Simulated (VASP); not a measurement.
CaO (sol), 2 atoms in the cell. The structure is cubic, space group Fm-3m (No. 225). The conventional cell has a = 4.767 Å, b = 4.767 Å, c = 4.767 Å, α = 90.00°, β = 90.00°, γ = 90.00°. Within 3.1 Å of Ca (site symmetry m-3m) lie 6 O at 2.38 Å. O (site symmetry m-3m) has 6 Ca at 2.38 Å within 3.1 Å. 

| Item | Value |
| --- | --- |
| Program | VASP 6.6.1 |
| Task | single point |
| Functional | PBEsol |
| Potentials or basis | VASP PAW PBE potentials, release 64 (Ca_sv, O) |
| Cutoff | 600 eV |
| k mesh | 8 × 8 × 8 |
| Occupations | gaussian, width 0.02 eV |
| Spin | no spin polarisation |
| Dipole correction | no |
| Further INCAR settings | ALGO = Normal; EDIFF = 1e-06; NBANDS = 15 |

Potentials or basis: VASP PAW PBE potentials, release 64 (Ca_sv, O).

Launch:

```bash
$ cat potpaw_PBE.64/Ca_sv/POTCAR potpaw_PBE.64/O/POTCAR > POTCAR
$ mpirun -np 1 vasp_std > vasp.out
```

Hardware: 1 thread of AMD EPYC 7R43 64-Core Processor (Zen 3), with other jobs on the host.

Estimate the wall time of this run.

Wall time 15 s on 1 thread of AMD EPYC 7R43 64-Core Processor (Zen 3), with other jobs on the host, peak memory 0.13 GiB. Counts: scf iterations 12, k points 29.
